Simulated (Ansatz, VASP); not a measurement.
## Two plane-wave programs on In26P27

```
In P
1.0
     0.00000    8.79150    8.79150
     8.79150    0.00000    8.79150
     8.79150    8.79150    0.00000
In P
26 27
Direct
  0.00178 0.00168 0.32640
  0.00179 0.00158 0.67009
  0.00181 0.32632 0.00167
  0.00055 0.33310 0.33312
  0.00189 0.32629 0.67008
  0.00171 0.67002 0.00156
  0.00178 0.67005 0.32645
  0.00002 0.66659 0.66659
  0.32628 0.00175 0.00165
  0.33326 0.00039 0.33308
  0.32646 0.00172 0.67001
  0.33326 0.33311 0.00036
  0.33327 0.33314 0.33308
  0.33283 0.33268 0.66716
  0.32643 0.67012 0.00161
  0.33285 0.66720 0.33262
  0.33286 0.66720 0.66717
  0.67011 0.00156 0.00155
  0.67022 0.00161 0.32649
  0.66668 0.99989 0.66664
  0.67021 0.32645 0.00161
  0.66734 0.33269 0.33263
  0.66735 0.33271 0.66718
  0.66664 0.66663 0.99987
  0.66735 0.66720 0.33267
  0.66672 0.66658 0.66665
  0.07732 0.07738 0.07743
  0.08296 0.08280 0.41710
  0.07754 0.07733 0.76754
  0.08297 0.41703 0.08281
  0.08297 0.41705 0.41707
  0.08276 0.41622 0.75046
  0.07750 0.76722 0.07750
  0.08276 0.75050 0.41621
  0.08276 0.75043 0.75039
  0.41711 0.08281 0.08276
  0.41723 0.08283 0.41700
  0.41633 0.08261 0.75047
  0.41720 0.41711 0.08275
  0.41676 0.41661 0.41654
  0.41678 0.41660 0.74993
  0.41627 0.75057 0.08251
  0.41677 0.74997 0.41655
  0.41637 0.75052 0.75043
  0.76711 0.07750 0.07756
  0.75062 0.08261 0.41627
  0.75063 0.08259 0.75039
  0.75062 0.41627 0.08254
  0.75013 0.41661 0.41656
  0.75071 0.41621 0.75043
  0.75055 0.75042 0.08255
  0.75063 0.75044 0.41627
  0.75007 0.74994 0.74991
```

Alike in both runs: task single point; functional PBE; k mesh 1 × 1 × 1; occupations gaussian, width 0.05 eV; collinear spin.

|  | VASP | Ansatz |
| --- | --- | --- |
| version | VASP 6.6.1 | Ansatz 0.2.0 |
| potentials or method | VASP PAW PBE potentials, release 64 (In_d, P), cutoff 400 eV | scalar-relativistic, plane waves, PAW |
| valence electrons in the cell | 473 | 473 |

|  | VASP | Ansatz | Ansatz less VASP |
| --- | --- | --- | --- |
| gap on the k mesh at the Fermi level (eV) | 0.24 | 0.24 | +0.001 |
| rms of the force components (eV/Å) | 0.003 | 0.002 | -0.0015 |
| net moment per atom (μB) | 0.06 | 0.06 | 0.000 |
| size of the moment on the site where the two differ most (μB) | 0.20 | 0.25 | +0.049 |

Site moments also hang on the region over which each program counts them. Atom by atom the forces differ by 0.003 eV/Å (rms over components). Ansatz's warnings: moment headroom below auto, stability check not made.
